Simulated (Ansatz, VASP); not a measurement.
**One calculation of HfC, two programs**

The input INCAR:

```
PREC     = Accurate       # precision mode
ENCUT    = 520            # plane-wave cutoff, eV
EDIFF    = 1E-7           # SCF threshold, eV
ISMEAR   = 0              # smearing method
SIGMA    = 0.15           # smearing width, eV
LREAL    = False          # projectors in reciprocal space
LASPH    = True           # aspherical terms in the spheres
NELM     = 80             # most SCF steps
ALGO     = Normal         # electronic algorithm
ISIF     = 2              # what is computed and relaxed
LWAVE    = False          # write WAVECAR
LCHARG   = False          # write CHGCAR
GGA      = PE             # functional
NBANDS   = 14             # bands
```

Contents of KPOINTS:

```
regular mesh
0
Gamma
  18 18 18
```

The input POSCAR:

```
HfC
1.0
    0.0000000000      2.5284375000      2.3250000000
    2.3250000000      0.0000000000      2.3250000000
    2.3250000000      2.5284375000      0.0000000000
Hf C
1 1
Direct
    0.5000000000      0.5000000000      0.5000000000
    0.0000000000      0.0000000000      0.0000000000
```

Input for Ansatz:

```yaml
crystal:
  lattice:
    - [0.0, 2.5284375, 2.325]
    - [2.325, 0.0, 2.325]
    - [2.325, 2.5284375, 0.0]
  atoms:
    - { symbol: Hf, position: [0.5, 0.5, 0.5] }
    - { symbol: C, position: [0.0, 0.0, 0.0] }
basis:
  ecutwfc: 420
kpoints:
  mp_grid: { grid: [18, 18, 18] }
hamiltonian:
  xc: pbe
scf:
  occupations: { method: gaussian, width: 0.15 }
output:
  forces: true
  stress: true
  eigenvalues: true
```

Change from the starting cell: strain +0.0875 x Voigt [0, 1, 0, 0, 0, 0], atoms carried along.

Alike in both runs: task single point; functional PBE; k mesh 18 × 18 × 18; occupations gaussian, width 0.15 eV; no spin polarisation.

|  | VASP | Ansatz |
| --- | --- | --- |
| version | VASP 6.6.1 | Ansatz 0.2.0 |
| potentials or method | VASP PAW PBE potentials, release 64 (Hf_pv, C), cutoff 520 eV | scalar-relativistic, plane waves, PAW |
| valence electrons in the cell | 14 | 30 |

```csv
,VASP,Ansatz,Ansatz less VASP
gap on the k mesh at the Fermi level (eV),none,none,-
pressure (GPa),-14.6,-13.8,+0.75
"traceless stress, the component that is largest in VASP (GPa)",-13.00,-12.94,+0.056
```

A gap of «none» marks a metal or a gap that the smearing closes. With one functional, cell and mesh, what is left measures potentials, basis and numerics. VASP's potentials hold 14 valence electrons a cell and Ansatz's 30, so a difference there can come from the potentials and not from the codes.

Neither program's run includes spin-orbit coupling.
